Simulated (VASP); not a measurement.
## Al16O23 (a cell with a defect): single point with PBEsol

Al16O23 (a cell with a defect):

```
Al O
1.0
    -4.77386   -2.75619    4.33829
     4.77386   -2.75619    4.33829
     0.00000    5.51238    4.33829
Al O
16 23
Direct
  0.14550 0.14781 0.15281
  0.64816 0.64632 0.14703
  0.64846 0.14816 0.64658
  0.13587 0.65026 0.64256
  0.35368 0.35184 0.35297
  0.85219 0.85450 0.34719
  0.85184 0.35154 0.85342
  0.34974 0.86413 0.85744
  0.65907 0.65170 0.64348
  0.14591 0.14705 0.64520
  0.14895 0.64620 0.14743
  0.64720 0.14881 0.14895
  0.85295 0.85409 0.85480
  0.34830 0.34093 0.85652
  0.35380 0.85105 0.35257
  0.85119 0.35280 0.35105
  0.90272 0.09728 0.75000
  0.90388 0.59755 0.24901
  0.40245 0.09612 0.25099
  0.40232 0.25115 0.59988
  0.90046 0.75558 0.59500
  0.90252 0.25025 0.09727
  0.40356 0.74677 0.09275
  0.59722 0.74894 0.40233
  0.09684 0.24972 0.40333
  0.10404 0.74569 0.89857
  0.59571 0.24954 0.90243
  0.75046 0.40429 0.59757
  0.25431 0.89596 0.60143
  0.25106 0.40278 0.09767
  0.75028 0.90316 0.09667
  0.25323 0.59644 0.40725
  0.74975 0.09748 0.40273
  0.74885 0.59768 0.90012
  0.24442 0.09954 0.90500
  0.59718 0.40282 0.25000
  0.09913 0.90087 0.25000
  0.09993 0.40608 0.74934
  0.59392 0.90007 0.75066
```

This cell differs from its parent crystal: atoms taken out, then relaxed in part.

| Quantity | Value |
| --- | --- |
| Program | VASP 6.6.1 |
| Task | single point |
| Functional | PBEsol |
| Potentials or basis | VASP PAW PBE potentials, release 64 (Al, O) |
| Cutoff | 520 eV |
| k mesh | 2 × 2 × 2, shifted |
| Occupations | gaussian, width 0.01 eV |
| Spin | collinear spin |
| Dipole correction | no |
| Charge | 1 |
| Further INCAR settings | LREAL = Auto; ALGO = Normal; EDIFF = 1e-06; NBANDS = 122; NELECT = 185.0 |

```
Largest force                                         : 0.021 eV/Å
Net moment                                            : 1.00 μB per cell
Site moments                                          : Al +0.00, -0.00, +0.01, +0.04 (each value once); O +0.00, +0.02, -0.00, +0.01 (each value once) μB
Valence electrons inside the program's atomic spheres : Al 0.71, 0.70, 0.72 (each value once); O 5.16, 5.15, 5.19, 5.14 (each value once)
```

Forces in eV/Å, atoms in the order of the input:
```
Al   0.007 -0.005  0.005
Al  -0.002 -0.004 -0.005
Al  -0.004  0.005  0.002
Al  -0.014  0.003  0.016
Al  -0.002  0.004  0.005
Al   0.007  0.005 -0.005
Al  -0.004 -0.005 -0.002
Al  -0.014 -0.003 -0.016
Al   0.007  0.015  0.004
Al  -0.003  0.000  0.004
Al   0.000 -0.003  0.002
Al   0.002 -0.004  0.004
Al  -0.003  0.000 -0.004
Al   0.007 -0.015 -0.004
Al   0.000  0.003 -0.002
Al   0.002  0.004 -0.004
O    0.009  0.000  0.000
O    0.001 -0.002  0.000
O    0.001  0.002  0.000
O    0.002  0.003 -0.006
O    0.006 -0.006  0.001
O   -0.006  0.003  0.001
O    0.002  0.007  0.005
O    0.004  0.007 -0.005
O   -0.004 -0.008 -0.003
O    0.007 -0.002  0.000
O   -0.006 -0.003  0.005
O   -0.006  0.003 -0.005
O    0.007  0.002  0.000
O    0.004 -0.007  0.005
O   -0.004  0.008  0.003
O    0.002 -0.007 -0.005
O   -0.006 -0.003 -0.001
O    0.002 -0.003  0.006
O    0.006  0.006 -0.001
O   -0.008  0.000  0.000
O   -0.001  0.000  0.000
O   -0.002  0.002 -0.003
O   -0.002 -0.002  0.003
```

Levels at points of the mesh, in eV from the Fermi level:
Spin up:
| k point | band 89 | band 90 | band 91 | band 92 | band 93 | band 94 | band 95 | band 96 | band 97 | band 98 |
| --- | --- | --- | --- | --- | --- | --- | --- | --- | --- | --- |
| (0.25, 0.25, 0.25) | -2.88 | -2.87 | -2.69 | -2.66 | -0.12 | 4.13 | 4.69 | 4.92 | 5.69 | 6.51 |
Spin down:
```csv
k point,band 88,band 89,band 90,band 91,band 92,band 93,band 94,band 95,band 96,band 97
"(0.25, 0.25, 0.25)",-2.89,-2.87,-2.86,-2.68,-2.65,1.26,4.57,5.22,5.50,6.11
```

Run time: 3.3 min on 1 thread of AMD EPYC 9R45 96-Core Processor (Zen 5), with other jobs on the host, peak memory 0.55 GiB.

Caveat: the cell carries a net charge on a neutralising background, which shifts energy and pressure; the cell differs from its parent crystal (atoms taken out, then relaxed in part); the cell is charged against a uniform background, so pressure and absolute levels hang on convention; the PAW data sets were made with another functional, which shifts forces and pressure a little.
